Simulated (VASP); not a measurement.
Input of a VASP 6.6.1 run:

The input INCAR:

```
PREC     = Accurate       # precision mode
ENCUT    = 520            # plane-wave cutoff, eV
EDIFF    = 1E-6           # SCF threshold, eV
ISMEAR   = 0              # smearing method
SIGMA    = 0.15           # smearing width, eV
LREAL    = F              # projectors in reciprocal space
LASPH    = T              # aspherical terms in the spheres
NELM     = 60             # most SCF steps
ALGO     = Fast           # electronic algorithm
ISIF     = 2              # what is computed and relaxed
LWAVE    = F              # write WAVECAR
LCHARG   = F              # write CHGCAR
GGA      = PS             # functional
NBANDS   = 14             # bands
```

The input KPOINTS:

```
regular mesh
0
Gamma
  18 18 10
```

File POSCAR:

```
Na
1.0
    3.6492042627      0.0000000000      0.0000000000
   -1.8246021313      3.1603035951      0.0000000000
    0.0000000000      0.0000000000      6.5577161651
Na
2
Direct
    0.3333333333      0.6666666667      0.2500000000
    0.6666666667      0.3333333333      0.7500000000
```

Potentials or basis: VASP PAW PBE potentials, release 64 (Na_pv).

Launch:

```sh
$ cat potpaw_PBE.64/Na_pv/POTCAR > POTCAR
$ mpirun -np 1 vasp_std > vasp.out
```

Problem. What does it give for the band gap on the k mesh?

Solution. Zero (band 7 reaches 2.48 eV, above the bottom of band 8 at -2.09 eV).

Problem. What does it give for the pressure?

Solution. -0.3 GPa.

Stress tensor (GPa, compression positive):
```
 0.14  0.00  0.00
 0.00  0.14  0.00
 0.00  0.00 -1.09
```

Caveat: the PAW data sets were made with another functional, which shifts forces and pressure a little.
